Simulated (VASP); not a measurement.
Runs of VASP 6.6.1 on AlGa3N4. The structure is that of space group Pm (No. 6), or close to it. The cells are those of the table. 

```csv
cell,gap on the mesh (eV),pressure (GPa),largest force (eV/Å)
"a = 5.142, b = 3.165, c = 6.095 Å, 8 atoms",1.34,-14.8,0.48
"a = 5.142, b = 3.165, c = 4.657 Å, 8 atoms",2.55,51.1,4.78
"a = 5.142, b = 3.165, c = 5.273 Å, 8 atoms",2.51,8.1,0.57
"a = 5.142, b = 3.165, c = 6.300 Å, 8 atoms",0.95,-17.5,0.43
"a = 5.142, b = 3.165, c = 5.068 Å, 8 atoms",(c),18.9,(a)
"a = 5.142, b = 3.165, c = 5.889 Å, 8 atoms",1.71,(b),0.46
"a = 5.142, b = 3.165, c = 4.862 Å, 8 atoms",2.59,32.9,2.82
"a = 5.142, b = 3.165, c = 5.684 Å, 8 atoms",2.06,-6.5,0.32
"a = 5.142, b = 3.165, c = 6.197 Å, 8 atoms",1.14,-16.2,0.46
```

Alike in all rows: task single point; level PBEsol; potentials or basis VASP PAW PBE potentials, release 64 (Al, Ga_d, N); no spin polarisation; k mesh 6 × 8 × 6; cutoff (eV) 520; smearing gaussian 0.05 eV.

Q: Fill in the values left out.

A: (a) 1.47; (b) -11.2; (c) 2.57.

Caveats: the PAW data sets were made with another functional, which shifts forces and pressure a little.

A k mesh can miss the band edges, and the runs leave out spin-orbit coupling on Ga.
